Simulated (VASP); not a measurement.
## Si8BC8N: single point with PBE

Si8BC8N:

```xyz
18
Lattice="5.5859 -0.1133 -0.0411 -0.1133 5.7189 -0.0113 -0.0411 -0.0113 6.0730" Properties=species:S:1:pos:R:3 pbc="T T T"
Si    3.5157    3.8235    3.8630
Si    1.3716    0.7404    0.4651
Si    5.5929   -0.5572    1.8771
Si    3.2374    0.9402    2.6552
Si    4.4664    3.0006    0.8198
Si    1.5507    1.4468    3.8697
Si    1.1075    3.0791    0.3152
Si    3.6187    1.6286    5.0781
C     4.2621   -0.4456    3.1512
C     3.9005    4.7662    0.6877
C     3.6815    4.9674    5.3242
C     0.6944   -0.0978    4.9471
C     0.9641    4.1607    4.6392
C     2.4461    5.0586    1.3764
C     0.8684    3.4952    3.4507
C     4.6319    0.0384    4.6036
B     1.4038    4.1038    2.1080
N     4.1270    2.2709    2.4601
```

```yaml
Program: VASP 6.6.1
Task: single point
Functional: PBE
Potentials_or_basis: VASP PAW PBE potentials, release 64 (Si, C, B, N)
Cutoff: 520 eV
k_mesh: 1 × 1 × 1, shifted
Occupations: fermi-dirac, width 0.1379 eV
Spin: no spin polarisation
Dipole_correction: no
Mended: yes
Further_INCAR_settings: LREAL = Auto; ALGO = Normal; EDIFF = 1e-06; NBANDS = 51; ISYM = -1
```

```yaml
Pressure: 9.3 GPa
Largest_force: 5.527 eV/Å
```

Forces in eV/Å, atoms in the order of the input:
```
Si  -1.105 -3.385  0.440
Si   0.810 -0.860 -0.059
Si  -2.535  2.147 -0.927
Si  -1.644 -3.681 -2.674
Si  -1.483 -3.120  1.040
Si  -2.802  0.320  0.956
Si  -0.042  0.606 -0.547
Si   0.179  0.909  1.493
C    2.268  2.342  1.152
C   -3.083  0.159  0.354
C   -1.636 -1.753  4.052
C   -0.386  0.922 -1.903
C   -0.788  1.756  3.209
C    2.343  1.395 -0.796
C    3.137 -2.215  0.235
C    4.427  1.058 -2.263
B    0.911 -1.450 -1.528
N    1.428  4.849 -2.235
```

Stress tensor (GPa, compression positive):
```
 8.57  7.15  0.43
 7.15  3.40  1.05
 0.43  1.05 15.87
```

Levels at points of the mesh, in eV from the Fermi level:
```tsv
k point	band 32	band 33	band 34	band 35	band 36	band 37	band 38	band 39	band 40	band 41
(0.25, 0.25, 0.25)	-2.23	-1.87	-1.05	-0.79	-0.43	0.42	1.08	1.56	1.99	2.10
```

Run time: 19 s on 1 thread of AMD EPYC 9R45 (Zen 5) (shared host), peak memory 0.25 GiB.

Caveat: the atoms stand as in a frame of molecular dynamics.
